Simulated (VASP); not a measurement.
Set up this calculation in VASP 6.6.1, as the native input.

```
Task                   : single point
Functional             : r2SCAN
Potentials or basis    : VASP PAW PBE potentials, release 64 (Rh_pv)
Cutoff                 : 520 eV
k mesh                 : 24 × 24 × 14
Occupations            : gaussian, width 0.1 eV
Spin                   : no spin polarisation
Dipole correction      : no
Further INCAR settings : ALGO = Normal; EDIFF = 1e-06; NBANDS = 22
```

Crystal: Rh.

```
CELL_PARAMETERS angstrom
2.70104 0.00000 0.00000
-1.35052 2.33917 0.00000
0.00000 0.00000 4.35683
ATOMIC_POSITIONS crystal
Rh 0.66667 0.33333 0.75000
Rh 0.33333 0.66667 0.25000
```

The input as run:

POSCAR

```
Rh
1.0
    2.7010397168      0.0000000000      0.0000000000
   -1.3505198584      2.3391690114      0.0000000000
    0.0000000000      0.0000000000      4.3568285624
Rh
2
Direct
    0.6666666667      0.3333333333      0.7500000000
    0.3333333333      0.6666666667      0.2500000000
```

INCAR.step1

```
PREC = Accurate
ENCUT = 520
ISMEAR = 0
SIGMA = 0.1
LREAL = F
LASPH = T
NELM = 100
NBANDS = 22
GGA = PE
ALGO = Normal
EDIFF = 1E-4
LWAVE = T
LCHARG = F
```

INCAR.step2

```
PREC = Accurate
ENCUT = 520
EDIFF = 1E-6
ISMEAR = 0
SIGMA = 0.1
LREAL = F
LASPH = T
NELM = 100
ALGO = Normal
ISIF = 2
LWAVE = F
LCHARG = F
METAGGA = R2SCAN
LMIXTAU = T
NBANDS = 22
ISTART = 1
```

KPOINTS

```
regular mesh
0
Gamma
  24 24 14
```

Potentials or basis: VASP PAW PBE potentials, release 64 (Rh_pv).

Run with:

```console
$ cat potpaw_PBE.64/Rh_pv/POTCAR > POTCAR
$ cp INCAR.step1 INCAR
$ mpirun -np 1 vasp_std > vasp.out
$ cp INCAR.step2 INCAR
$ mpirun -np 1 vasp_std > vasp.out
```

Results of the run:

```
Pressure               : 1.2 GPa
Band gap on the k mesh : zero (band 15 reaches 12.49 eV, above the bottom of band 16 at 9.99 eV)
```

Caveat: the PAW data sets were made with another functional, which shifts forces and pressure a little.

Run time: 21 min on 1 thread of Oxide Virtual Turin-like Processor, on a shared host, peak memory 0.29 GiB.
